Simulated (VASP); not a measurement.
Here is a VASP 6.6.1 calculation.

The input INCAR:

```
SYSTEM = MnSn3
PREC = Accurate ; ENCUT = 520
EDIFF = 1E-6 ; ISMEAR = 0
SIGMA = 0.1 ; LREAL = .FALSE.
LASPH = .TRUE. ; NELM = 150
ALGO = Fast ; ISIF = 2
LWAVE = .FALSE. ; LCHARG = .FALSE.
ISPIN = 2 ; MAGMOM = 0 0 0 4
LORBIT = 11 ; LMAXMIX = 4
GGA = PE ; NBANDS = 40
```

The input KPOINTS:

```
Automatic mesh
0
G
  10 10 10
  0 0 0
```

File POSCAR:

```
MnSn3
1.0
    0.0000000000      3.6188635736      3.6188635736
    3.6188635736      0.0000000000      3.6188635736
    3.6188635736      3.6188635736      0.0000000000
Sn Mn
3 1
Direct
    0.2500000000      0.2500000000      0.2500000000
    0.7500000000      0.7500000000      0.7500000000
    0.5000000000      0.5000000000      0.5000000000
    0.0000000000      0.0000000000      0.0000000000
```

Potentials or basis: VASP PAW PBE potentials, release 64 (Sn_d, Mn_pv).

Run with:

```bash
$ cat potpaw_PBE.64/Sn_d/POTCAR potpaw_PBE.64/Mn_pv/POTCAR > POTCAR
$ mpirun -np 1 vasp_std > vasp.out
```

(1) Estimate the net moment.

(2) What does it give for the site moments?

(3) Predict the pressure.

Answers

(1) 3.85 μB per cell.

(2) Sn -0.08, -0.01 (each value once); Mn +3.87 μB.

(3) 2.1 GPa.
